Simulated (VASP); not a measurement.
Write the native input for VASP 6.6.1 that does the following.

```
Task                   : single point
Functional             : PBE
Potentials or basis    : VASP PAW PBE potentials, release 64 (Zn)
Cutoff                 : 520 eV
k mesh                 : 12 × 12 × 12
Occupations            : gaussian, width 0.013 eV
Spin                   : no spin polarisation
Dipole correction      : no
Further INCAR settings : ALGO = Normal; EDIFF = 1e-07; NBANDS = 12
```

The structure of Zn lies in POSCAR:

```
Zn
1.0
   -1.5690370000      1.5690370000      1.5690370000
    1.5690370000     -1.5690370000      1.5690370000
    1.5690370000      1.5690370000     -1.5690370000
Zn
1
Direct
    0.0000000000      0.0000000000      0.0000000000
```

These files were run (other wordings do the same):

INCAR

```
SYSTEM = Zn
PREC = Accurate
ENCUT = 520
EDIFF = 1E-7
ISMEAR = 0
SIGMA = 0.013000000000000001
LREAL = .FALSE.
LASPH = .TRUE.
NELM = 60
ALGO = Normal
ISIF = 2
LWAVE = .FALSE.
LCHARG = .TRUE.
GGA = PE
LELF = .TRUE.
LVHAR = .TRUE.
NBANDS = 12
```

KPOINTS

```
regular mesh
0
G
  12 12 12
  0 0 0
```

Potentials or basis: VASP PAW PBE potentials, release 64 (Zn).

Command:

```console
$ cat potpaw_PBE.64/Zn/POTCAR > POTCAR
$ mpirun -np 1 vasp_std > vasp.out
```

Results of the run:

| Quantity | Value |
| --- | --- |
| Pressure | 0.1 GPa |
| Band gap on the k mesh | zero (band 6 reaches 7.27 eV, above the bottom of band 7 at 2.09 eV) |

Wall time 4.9 s on 1 thread of Intel(R) Xeon(R) 6975P-C (Granite Rapids) (shared host), peak memory 0.12 GiB.
